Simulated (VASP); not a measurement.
# TiH3 (I4/mmm) in VASP: notebook

TiH3 is run at these levels: r2SCAN; tasks: single point, relaxation of cell and atoms.

All numbers are computed with VASP 6.6.1; they aren't measurements. Logs are shortened: lines on timing, memory, paths and dates and some standing lists are left out, and cuts for length are marked.

**1. The cell of the first run**

It takes space group I4/mmm (No. 139, tetragonal). Conventional cell: a = 2.877 Å, b = 2.877 Å, c = 5.546 Å, α = 90.00°, β = 90.00°, γ = 90.00°. Within 2.6 Å of Ti (site symmetry 4/mmm) lie 12 H at 2.00 to 2.03 Å. H (site symmetry 4/mmm) has 8 H at 2.00 Å and 4 Ti at 2.03 Å within 2.6 Å. Within 2.6 Å of H (site symmetry -4m2) lie 4 Ti at 2.00 Å and 8 H at 2.00 to 2.03 Å.

**2. Single point, r2SCAN**

POSCAR reads:

```
TiH3
1.0
   -1.4383149731      1.4383149731      2.7731118155
    1.4383149731     -1.4383149731      2.7731118155
    1.4383149731      1.4383149731     -2.7731118155
Ti H
1 3
Direct
    0.0000000000      0.0000000000      0.0000000000
    0.5000000000      0.5000000000      0.0000000000
    0.2500000000      0.7500000000      0.5000000000
    0.7500000000      0.2500000000      0.5000000000
```

INCAR.step1 reads:

```
PREC     = Accurate       # precision mode
ENCUT    = 520            # plane-wave cutoff, eV
ISMEAR   = 0              # smearing method
SIGMA    = 0.1            # smearing width, eV
LREAL    = False          # projectors in reciprocal space
LASPH    = True           # aspherical terms in the spheres
NELM     = 80             # most SCF steps
NBANDS   = 16             # bands
GGA      = PE             # functional
ALGO     = Normal         # electronic algorithm
EDIFF    = 1E-4           # SCF threshold, eV
LWAVE    = True           # write WAVECAR
LCHARG   = False          # write CHGCAR
```

INCAR.step2 reads:

```
PREC     = Accurate       # precision mode
ENCUT    = 520            # plane-wave cutoff, eV
EDIFF    = 1E-6           # SCF threshold, eV
ISMEAR   = 0              # smearing method
SIGMA    = 0.1            # smearing width, eV
LREAL    = False          # projectors in reciprocal space
LASPH    = True           # aspherical terms in the spheres
NELM     = 80             # most SCF steps
ALGO     = Normal         # electronic algorithm
ISIF     = 2              # what is computed and relaxed
LWAVE    = False          # write WAVECAR
LCHARG   = True           # write CHGCAR
METAGGA  = R2SCAN         # meta-GGA
LMIXTAU  = True         
LELF     = True           # ELF
LVHAR    = True         
NBANDS   = 16             # bands
ISTART   = 1
```

KPOINTS reads:

```
Automatic mesh
0
Gamma
  8 8 8
```

Potentials or basis: VASP PAW PBE potentials, release 64 (Ti_sv, H).

Run with:

```console
$ cat potpaw_PBE.64/Ti_sv/POTCAR potpaw_PBE.64/H/POTCAR > POTCAR
$ cp INCAR.step1 INCAR
$ mpirun -np 1 vasp_std > vasp.out
$ cp INCAR.step2 INCAR
$ mpirun -np 1 vasp_std > vasp.out
```

OUTCAR:

```text
PREC = Accurate
   ENCUT = 520
   EDIFF = 1E-6
   ISMEAR = 0
   LREAL = False
   LASPH = True
   NELM = 80
   ISIF = 2
   METAGGA = R2SCAN
   ISTART = 1

 ion  position               nearest neighbor table
   1  0.000  0.000  0.000-
   2  0.500  0.500  0.000-
   3  0.250  0.750  0.500-
   4  0.750  0.250  0.500-

  LATTYP: Found a body centered tetragonal cell.
 ALAT       =     2.8766299462
 C/A-ratio  =     1.9280281909

  Lattice vectors:

 A1 = (  -1.4383149731,   1.4383149731,   2.7731118155)
 A2 = (   1.4383149731,  -1.4383149731,   2.7731118155)
 A3 = (   1.4383149731,   1.4383149731,  -2.7731118155)

Analysis of symmetry for initial positions (statically):
=====================================================================
 Subroutine PRICEL returns:
 Original cell was already a primitive cell.

 Routine SETGRP: Setting up the symmetry group for a
 body centered tetragonal supercell.

 Subroutine GETGRP returns: Found 16 space group operations
 (whereof 16 operations were pure point group operations)
 out of a pool of 16 trial point group operations.

The static configuration has the point symmetry D_4h.

Analysis of symmetry for dynamics (positions and initial velocities):
=====================================================================
 Subroutine PRICEL returns:
 Original cell was already a primitive cell.

 Routine SETGRP: Setting up the symmetry group for a
 body centered tetragonal supercell.

 Subroutine GETGRP returns: Found 16 space group operations
 (whereof 16 operations were pure point group operations)
 out of a pool of 16 trial point group operations.

The dynamic configuration has the point symmetry D_4h.

 Subroutine INISYM returns: Found 16 space group operations
 (whereof 16 operations are pure point group operations),
 and found     1 'primitive' translations

----------------------------------------------------------------------------------------

                                     Primitive cell

  volume of cell :      22.9475

  direct lattice vectors                    reciprocal lattice vectors
    -1.438314973  1.438314973  2.773111816     0.000000000  0.347629003  0.180302863
[... 76 lines left out ...]
   dimension x,y,z NGXF=    56 NGYF=   56 NGZF=   56
   ions per type =               1   3
   NGX,Y,Z   is equivalent  to a cutoff of  13.54, 13.54, 13.54 a.u.
   NGXF,Y,Z  is equivalent  to a cutoff of  27.07, 27.07, 27.07 a.u.
 SYSTEM =  unknown system
   PREC   = accura    normal or accurate (medium, high low for compatibility)
   ISTART =      1    job   : 0-new  1-cont  2-samecut
   ICHARG =      0    charge: 1-file 2-atom 10-const
   ISPIN  =      1    spin polarized calculation?
   LNONCOLLINEAR =      F non collinear calculations
   LSORBIT =      F    spin-orbit coupling
   LASPH  =      T    aspherical Exc in radial PAW
   ENCUT  =  520.0 eV  38.22 Ry    6.18 a.u.   6.39  6.39  6.39*2*pi/ulx,y,z
   NELM   =     80;   NELMIN=  2; NELMDL=  0     # of ELM steps
   EDIFF  = 0.1E-05   stopping-criterion for ELM
   LREAL  =      F    real-space projection
[... 7 lines left out ...]
   TEBEG  =    0.0;   TEEND  =   0.0 temperature during run
   PSTRESS=    0.0 pullay stress
   NELECT =      15.0000    total number of electrons
   NUPDOWN=      -1.0000    fix difference up-down
   EMIN   =  10.00;   EMAX   =-10.00  energy-range for DOS
   EFERMI =   0.00;   METHOD = LEGACY
   ISMEAR =     0;   SIGMA  =   0.10  broadening in eV -4-tet -1-fermi 0-gaus
   EFERMI_NEDOS =   21; number of points for ismear=-14 and -15
   IALGO  =     38    algorithm
   IMIX   =      4    mixing-type and parameters
     AMIX     =   0.40;   BMIX     =  1.00
     AMIX_MAG =   1.60;   BMIX_MAG =  1.00
  volume/ion in A,a.u.               =       5.74        38.71
  Fermi-wavevector in a.u.,A,eV,Ry     =   1.420780  2.684885 27.464930  2.018615
  Thomas-Fermi vector in A             =   2.541659
   LORBIT       =      0    0 simple, 1 ext, 2 COOP (PROOUT), +10 PAW based schemes
   METAGGA = R2SCAN    functional components
   LHFCALC =     F    Hartree Fock is set to
   AEXX    =    0.0000 exact exchange contribution
   IVDW    =     0    specifies the selected vdW correction
   LEPSILON=     F    determine dielectric tensor
   LRPA    =     F    only Hartree local field effects (RPA)
 non-spin polarized calculation
 Gauss-broadening in eV      SIGMA  =   0.10
  energy-cutoff  :      520.00
  volume of cell :       22.95
 maximum number of plane-waves:       630
 NGX is ok and might be reduce to    28
   NGX = 13   NGY = 13   NGZ = 13

 number of electron      14.9999999 magnetization

 Free energy of the ion-electron system (eV)
  ---------------------------------------------------
  ext. energy  EPLUGINS =         0.00000000
  ---------------------------------------------------
  free energy    TOTEN  =       -24.10131418 eV

  energy without entropy =      -24.09640796  energy(sigma->0) =      -24.09886107

 E-fermi :   8.4167     XC(G=0): -12.6290

 val. band max:        8.4109868284   @ k =  -0.2500   0.2500   0.0000
 cond. band min:       8.4467878218   @ k =  -0.2500   0.5000   0.1250
 fundamental gap:      0.0358009934
 Fermi energy:         8.4166990175

 k-point     1 :       0.0000    0.0000    0.0000
  band No.  band energies     occupation
      1     -51.7313      2.00000
      2     -26.9673      2.00000
      3     -26.6596      2.00000
      4     -26.6595      2.00000
      5      -4.4261      2.00000
      6       5.5749      2.00000
[... 433 lines left out ...]
      3     -26.9735      2.00000
      4     -26.8523      2.00000
      5       0.7550      2.00000
      6       1.3171      2.00000
[... 8 lines left out ...]
     15      19.9550      0.00000
     16      23.8943      0.00000

 [... further k-points ...]
[... 5 lines left out ...]
  --------------------------------------------------------------------------------------
  -------------------------------------------------------------------------------------
  Total        0.0622954      0.0622954      0.0563338      0.0000000      0.0000000      0.0000000
  in kB        4.3494177      4.3494177      3.9331824      0.0000000      0.0000000      0.0000000
  external PRESSURE =       4.2106726 kB  Pullay stress =       0.0000000 kB

 VOLUME and BASIS-vectors are now :
 -----------------------------------------------------------------------------
  energy-cutoff  :      520.00
  volume of cell :       22.95
      direct lattice vectors                 reciprocal lattice vectors
    -1.438314973  1.438314973  2.773111816     0.000000000  0.347629003  0.180302863
     1.438314973 -1.438314973  2.773111816     0.347629003  0.000000000  0.180302863
     1.438314973  1.438314973 -2.773111816     0.347629003  0.347629003  0.000000000

 POSITION                                       TOTAL-FORCE (eV/Angst)
 -----------------------------------------------------------------------------------
      0.00000      0.00000      0.00000        -0.000000      0.000000     -0.000000
      0.00000      0.00000      2.77311        -0.000000      0.000000     -0.000000
      1.43831     -0.00000      1.38656         0.000000     -0.000000      0.000000
     -0.00000      1.43831      1.38656        -0.000000     -0.000000     -0.000000
 -----------------------------------------------------------------------------------
    total drift:                               -0.000000     -0.000000     -0.000000

  FREE ENERGIE OF THE ION-ELECTRON SYSTEM (eV)
  ---------------------------------------------------
  free  energy   TOTEN  =       -24.1013141823 eV

  energy  without entropy=      -24.0964079578  energy(sigma->0) =      -24.09886107
```

Wall time 54 s (1 thread of Intel Xeon 6975P-C (Granite Rapids), shared host); peak memory 0.17 GiB.

What came out:

| Item | Value |
| --- | --- |
| Free energy | -24.1013 eV |
| Pressure | 0.4 GPa |
| Band gap on the k mesh | zero (an odd number of electrons rules out a gap without spin polarisation) |

Caveat: the PAW data sets were made with another functional, which shifts forces and pressure a little; an odd number of electrons without spin polarisation forces a metal; a magnetic or distorted state may lie lower.

(Continued in part 2 of 2.)

The gap in the log of VASP goes by the Fermi energy; the results here count the filled bands.